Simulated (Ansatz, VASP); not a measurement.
HfB2 in VASP and in Ansatz

```
CELL_PARAMETERS angstrom
3.14000 0.00000 0.00000
-1.57000 2.71932 0.00000
0.00000 0.00000 3.48000
ATOMIC_POSITIONS crystal
Hf 0.00000 0.00000 0.00000
B 0.66667 0.33333 0.50000
B 0.33333 0.66667 0.50000
```

Alike in both runs: task relaxation of cell and atoms; functional PBE; k mesh 10 × 10 × 8; occupations fermi-dirac, width 0.05 eV; no spin polarisation; Hubbard terms Hf d U = 1.0 eV.

|  | VASP | Ansatz |
| --- | --- | --- |
| version | VASP 6.6.1 | Ansatz 0.2.0 |
| potentials or method | VASP PAW PBE potentials, release 64 (Hf_pv, B) | Ansatz PAW |
| plane-wave cutoff (eV) | 600 | 420 |
| valence electrons in the cell | 16 | 32 |

```csv
,VASP,Ansatz,Ansatz less VASP
"gap on the k mesh at the Fermi level, each at its own relaxed structure (eV)",none,none,-
relaxed volume (Å³/atom),10.06,10.00,-0.058
relaxed cell length with the largest relative difference (Å),3.512,3.502,-0.0098
```

The programs project onto different local orbitals, so the same U acts differently, and such runs can settle in different states. A gap of «none» marks a metal or a gap that the smearing closes. VASP's potentials hold 16 valence electrons a cell and Ansatz's 32, so a difference there can come from the potentials and not from the codes.

Neither program's run includes spin-orbit coupling. Noted on Ansatz's run: the plane-wave basis is chosen anew once the cell has moved, so the energies of steps on either side of that aren't comparable.
